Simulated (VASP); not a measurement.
# Si2Mo (Fmm2) in VASP: a series of runs

Si2Mo is run at these levels: PBEsol; tasks: single point.

Program: VASP 6.6.1. These are calculated values, not measurements. Logs are shortened: lines on timing, memory, paths and dates and some standing lists are left out, and cuts for length are marked.

## (1) The cell of the first run

It takes space group Fmm2 (No. 42, orthorhombic). The conventional cell has a = 4.511 Å, b = 7.821 Å, c = 4.511 Å, α = 90.00°, β = 90.00°, γ = 90.00°. Within 3.2 Å of Si (site symmetry m) lie 5 Mo at 2.38 to 2.82 Å and 9 Si at 2.58 to 3.19 Å. Within 3.2 Å of Mo (site symmetry mm2) lie 10 Si at 2.38 to 2.82 Å and 4 Mo at 3.19 Å.

## (2) Single point, PBEsol (all Si atoms moved -0.250 Å, as atom 1 along Cartesian [1 -1 0])

Input file INCAR:

```
PREC = Accurate
ENCUT = 520
EDIFF = 1E-7
ISMEAR = 0
SIGMA = 0.15
LREAL = False
LASPH = True
NELM = 100
ALGO = Normal
ISIF = 2
LWAVE = False
LCHARG = True
GGA = PS
LELF = True
LVHAR = True
NBANDS = 18
```

Input file KPOINTS:

```
Automatic mesh
0
Gamma
  20 20 20
```

Input file POSCAR:

```
Si2Mo
1.0
   -1.5950350850      1.5950350850      3.9106920018
    1.5950350850     -1.5950350850      3.9106920018
    1.5950350850      1.5950350850     -3.9106920018
Si Mo
2 1
Direct
    0.3904743377      0.2796449917      0.0000000000
    0.7203550083      0.6095256623      0.0000000000
    0.0000000000      0.0000000000      0.0000000000
```

Potentials or basis: VASP PAW PBE potentials, release 64 (Si, Mo_sv).

Started as:

```bash
> cat potpaw_PBE.64/Si/POTCAR potpaw_PBE.64/Mo_sv/POTCAR > POTCAR
> mpirun -np 1 vasp_std > vasp.out
```

OUTCAR:

```text
PREC = Accurate
   ENCUT = 520
   EDIFF = 1E-7
   ISMEAR = 0
   LREAL = False
   LASPH = True
   NELM = 100
   ISIF = 2
   GGA = PS

 ion  position               nearest neighbor table
   1  0.390  0.280  0.000-   3 2.38   2 2.58   3 2.61   3 2.61   2 2.62   2 2.62   2 2.62   2 2.62
                             3 2.63   3 2.82
   2  0.720  0.610  0.000-   3 2.38   1 2.58   3 2.61   3 2.61   1 2.62   1 2.62   1 2.62   1 2.62
                             3 2.63   3 2.82
   3  0.000  0.000  0.000-   2 2.38   1 2.38   1 2.61   2 2.61   2 2.61   1 2.61   2 2.63   1 2.63
                             2 2.82   1 2.82

  LATTYP: Found a body centered tetragonal cell.
 ALAT       =     3.1900701700
 C/A-ratio  =     2.4517905835

  Lattice vectors:

 A1 = (  -1.5950350850,   1.5950350850,   3.9106920018)
 A2 = (   1.5950350850,  -1.5950350850,   3.9106920018)
 A3 = (   1.5950350850,   1.5950350850,  -3.9106920018)

Analysis of symmetry for initial positions (statically):
=====================================================================
 Subroutine PRICEL returns:
 Original cell was already a primitive cell.

 Routine SETGRP: Setting up the symmetry group for a
 body centered tetragonal supercell.

 Subroutine GETGRP returns: Found  4 space group operations
 (whereof  4 operations were pure point group operations)
 out of a pool of 16 trial point group operations.

The static configuration has the point symmetry C_2v.

Analysis of symmetry for dynamics (positions and initial velocities):
=====================================================================
 Subroutine PRICEL returns:
 Original cell was already a primitive cell.

 Routine SETGRP: Setting up the symmetry group for a
 body centered tetragonal supercell.

 Subroutine GETGRP returns: Found  4 space group operations
 (whereof  4 operations were pure point group operations)
 out of a pool of 16 trial point group operations.

The dynamic configuration has the point symmetry C_2v.

 Subroutine INISYM returns: Found  4 space group operations
 (whereof  4 operations are pure point group operations),
 and found     1 'primitive' translations

----------------------------------------------------------------------------------------

                                     Primitive cell

  volume of cell :      39.7973

  direct lattice vectors                    reciprocal lattice vectors
    -1.595035085  1.595035085  3.910692002     0.000000000  0.313472728  0.127854610
     1.595035085 -1.595035085  3.910692002     0.313472728  0.000000000  0.127854610
     1.595035085  1.595035085 -3.910692002     0.313472728  0.313472728  0.000000000

  length of vectors
     4.514619118  4.514619118  4.514619118     0.338543871  0.338543871  0.443317384

  position of ions in fractional coordinates (direct lattice)
     0.390474338  0.279644992  0.000000000
     0.720355008  0.609525662  0.000000000
     0.000000000  0.000000000  0.000000000

  ion indices of the primitive-cell ions
   primitive index   ion index
                 1           1
                 2           2
                 3           3

----------------------------------------------------------------------------------------

 KPOINTS: Automatic mesh

Automatic generation of k-mesh.
 Grid dimensions read from file:
 generate k-points for:   20   20   20

 Generating k-lattice:

  Cartesian coordinates                     Fractional coordinates (reciprocal lattice)
     0.000000000  0.015673636  0.006392730     0.050000000  0.000000000  0.000000000
     0.015673636  0.000000000  0.006392730     0.000000000  0.050000000  0.000000000
     0.015673636  0.015673636  0.000000000     0.000000000  0.000000000  0.050000000

  Length of vectors
     0.016927194  0.016927194  0.022165869

  Shift w.r.t. Gamma in fractional coordinates (k-lattice)
     0.000000000  0.000000000  0.000000000

 Subroutine IBZKPT returns following result:
 ===========================================

 Found   1166 irreducible k-points:

 Following reciprocal coordinates:
            Coordinates               Weight
  0.000000  0.000000  0.000000      1.000000
  0.050000 -0.000000  0.000000      8.000000
  0.100000  0.000000  0.000000      8.000000
  0.150000  0.000000  0.000000      8.000000
  0.200000  0.000000  0.000000      8.000000
  0.250000 -0.000000  0.000000      8.000000
[... 16 lines left out ...]
  0.000000  0.350000 -0.050000      8.000000
  0.350000  0.050000 -0.000000      8.000000
 [... further k-points ...]
   k-points           NKPTS =   1166   k-points in BZ     NKDIM =   1166   number of bands    NBANDS=     18
   number of dos      NEDOS =    301   number of ions     NIONS =      3
   total plane-waves  NPLWV =  46656
   dimension x,y,z NGX =    36 NGY =   36 NGZ =   36
   dimension x,y,z NGXF=    72 NGYF=   72 NGZF=   72
   ions per type =               2   1
   NGX,Y,Z   is equivalent  to a cutoff of  13.26, 13.26, 13.26 a.u.
   NGXF,Y,Z  is equivalent  to a cutoff of  26.51, 26.51, 26.51 a.u.
 SYSTEM =  unknown system
   PREC   = accura    normal or accurate (medium, high low for compatibility)
   ISTART =      0    job   : 0-new  1-cont  2-samecut
   ICHARG =      2    charge: 1-file 2-atom 10-const
   ISPIN  =      1    spin polarized calculation?
   LNONCOLLINEAR =      F non collinear calculations
   LSORBIT =      F    spin-orbit coupling
   LASPH  =      T    aspherical Exc in radial PAW
   ENCUT  =  520.0 eV  38.22 Ry    6.18 a.u.   8.39  8.39  8.39*2*pi/ulx,y,z
   NELM   =    100;   NELMIN=  2; NELMDL= -5     # of ELM steps
   EDIFF  = 0.1E-06   stopping-criterion for ELM
   LREAL  =      F    real-space projection
   EDIFFG = 0.1E-05   stopping-criterion for IOM
   NSW    =      0    number of steps for IOM
   IBRION =     -1    ionic relax: 0-MD 1-quasi-New 2-CG
   NFREE  =      0    steps in history (QN), initial steepest desc. (CG)
   ISIF   =      2    stress and relaxation
   ISYM   =      2    0-nonsym 1-usesym 2-fastsym
   POTIM  = 0.5000    time-step for ionic-motion
   TEBEG  =    0.0;   TEEND  =   0.0 temperature during run
   PSTRESS=    0.0 pullay stress
   NELECT =      22.0000    total number of electrons
   NUPDOWN=      -1.0000    fix difference up-down
   EMIN   =  10.00;   EMAX   =-10.00  energy-range for DOS
   EFERMI =   0.00;   METHOD = LEGACY
   ISMEAR =     0;   SIGMA  =   0.15  broadening in eV -4-tet -1-fermi 0-gaus
   EFERMI_NEDOS =   21; number of points for ismear=-14 and -15
   IALGO  =     38    algorithm
   IMIX   =      4    mixing-type and parameters
     AMIX     =   0.40;   BMIX     =  1.00
     AMIX_MAG =   1.60;   BMIX_MAG =  1.00
  volume/ion in A,a.u.               =      13.27        89.52
  Fermi-wavevector in a.u.,A,eV,Ry     =   1.343583  2.539003 24.561429  1.805214
  Thomas-Fermi vector in A             =   2.471645
   LORBIT       =      0    0 simple, 1 ext, 2 COOP (PROOUT), +10 PAW based schemes
   GGA     = PS    functional components
   LHFCALC =     F    Hartree Fock is set to
   AEXX    =    0.0000 exact exchange contribution
   IVDW    =     0    specifies the selected vdW correction
   LEPSILON=     F    determine dielectric tensor
   LRPA    =     F    only Hartree local field effects (RPA)
 non-spin polarized calculation
 Gauss-broadening in eV      SIGMA  =   0.15
  energy-cutoff  :      520.00
  volume of cell :       39.80
 maximum number of plane-waves:      1104
 NGX is ok and might be reduce to    36
   NGX = 17   NGY = 17   NGZ = 17

 number of electron      22.0000000 magnetization

 Free energy of the ion-electron system (eV)
  ---------------------------------------------------
  ext. energy  EPLUGINS =         0.00000000
  ---------------------------------------------------
  free energy    TOTEN  =       -24.73732874 eV

  energy without entropy =      -24.73450669  energy(sigma->0) =      -24.73591772

 E-fermi :  12.3082     XC(G=0): -12.5476

 val. band max:       12.3075582509   @ k =  -0.4500   0.5000   0.3000
 cond. band min:      12.3144539958   @ k =   0.5000   0.5000   0.3000
 fundamental gap:      0.0068957449
 Fermi energy:        12.3082440083

 k-point     1 :       0.0000    0.0000    0.0000
  band No.  band energies     occupation
      1     -48.2231      2.00000
      2     -22.4475      2.00000
      3     -22.3581      2.00000
      4     -22.3204      2.00000
      5      -1.1611      2.00000
      6       5.8857      2.00000
[... 10 lines left out ...]
     17      17.8660      0.00000
     18      18.0031      0.00000

 k-point     2 :       0.0500   -0.0000    0.0000
  band No.  band energies     occupation
      1     -48.2226      2.00000
      2     -22.4470      2.00000
      3     -22.3616      2.00000
      4     -22.3231      2.00000
      5      -1.1150      2.00000
      6       5.8903      2.00000
[... 10 lines left out ...]
     17      17.9547      0.00000
     18      18.2035      0.00000

 k-point     3 :       0.1000    0.0000    0.0000
  band No.  band energies     occupation
      1     -48.2212      2.00000
      2     -22.4455      2.00000
      3     -22.3752      2.00000
      4     -22.3274      2.00000
      5      -0.9776      2.00000
      6       5.8967      2.00000
[... 10 lines left out ...]
     17      18.1275      0.00000
     18      18.7926      0.00000

 k-point     4 :       0.1500    0.0000    0.0000
  band No.  band energies     occupation
      1     -48.2190      2.00000
      2     -22.4432      2.00000
      3     -22.4019      2.00000
      4     -22.3286      2.00000
      5      -0.7516      2.00000
      6       5.8793      2.00000
[... 375 lines left out ...]
      4     -22.3273      2.00000
      5       0.5103      2.00000
      6       5.0094      2.00000
[... 10 lines left out ...]
     17      19.4400      0.00000
     18      21.4111      0.00000

 k-point    23 :       0.0000    0.3500   -0.0500
  band No.  band energies     occupation
      1     -48.2096      2.00000
      2     -22.5209      2.00000
      3     -22.4339      2.00000
      4     -22.3268      2.00000
      5       0.5122      2.00000
      6       5.0129      2.00000
[... 10 lines left out ...]
     17      19.4645      0.00000
     18      21.2884      0.00000

 k-point    24 :       0.3500    0.0500   -0.0000
  band No.  band energies     occupation
      1     -48.2068      2.00000
      2     -22.5576      2.00000
      3     -22.4308      2.00000
      4     -22.3239      2.00000
      5       1.0329      2.00000
      6       4.5298      2.00000
[... 10 lines left out ...]
     17      19.4839      0.00000
     18      21.4368      0.00000

 [... further k-points ...]

------------------------ aborting loop because EDIFF is reached ----------------------------------------

  FORCE on cell =-STRESS in cart. coord.  units (eV):
  Direction    XX          YY          ZZ          XY          YZ          ZX
  --------------------------------------------------------------------------------------
  -------------------------------------------------------------------------------------
  Total        1.3710458      1.3710458      1.0162857     -1.4667199      0.0000000      0.0000000
  in kB       55.1961103     55.1961103     40.9140330    -59.0477947      0.0000000      0.0000000
  external PRESSURE =      50.4354178 kB  Pullay stress =       0.0000000 kB

 VOLUME and BASIS-vectors are now :
 -----------------------------------------------------------------------------
  energy-cutoff  :      520.00
  volume of cell :       39.80
      direct lattice vectors                 reciprocal lattice vectors
    -1.595035085  1.595035085  3.910692002     0.000000000  0.313472728  0.127854610
     1.595035085 -1.595035085  3.910692002     0.313472728  0.000000000  0.127854610
     1.595035085  1.595035085 -3.910692002     0.313472728  0.313472728  0.000000000

 POSITION                                       TOTAL-FORCE (eV/Angst)
 -----------------------------------------------------------------------------------
     -0.17678      0.17678      2.62063         1.043348     -1.043348     -0.399665
     -0.17678      0.17678      5.20075         1.043348     -1.043348      0.399665
      0.00000      0.00000      0.00000        -2.086695      2.086695     -0.000000
 -----------------------------------------------------------------------------------
    total drift:                               -0.000006      0.000006      0.000000

  FREE ENERGIE OF THE ION-ELECTRON SYSTEM (eV)
  ---------------------------------------------------
  free  energy   TOTEN  =       -24.7373287413 eV

  energy  without entropy=      -24.7345066891  energy(sigma->0) =      -24.73591772
```

Run time: 10 min. Hardware: 1 thread of AMD EPYC 9R45 (Zen 5), shared host; peak memory 0.82 GiB.

What came out:

| Property | Result |
| --- | --- |
| Free energy | -24.7373 eV |
| Pressure | 5.0 GPa |
| Largest force | 2.951 eV/Å |
| Band gap on the k mesh | zero (bands 11 and 12 overlap by 0.47 eV) |

Forces on the atoms (eV/Å):
```
Si   1.043 -1.043 -0.400
Si   1.043 -1.043  0.400
Mo  -2.087  2.087  0.000
```

Stress tensor (GPa, compression positive):
```
 5.52 -5.90  0.00
-5.90  5.52  0.00
 0.00  0.00  4.09
```

Caveat: the cell differs from its parent crystal (all Si atoms moved -0.250 Å, as atom 1 along Cartesian [1 -1 0]); the cell stands under pressure; the PAW data sets were made with another functional, which shifts forces and pressure a little.

(Continued in part 2 of 2.)
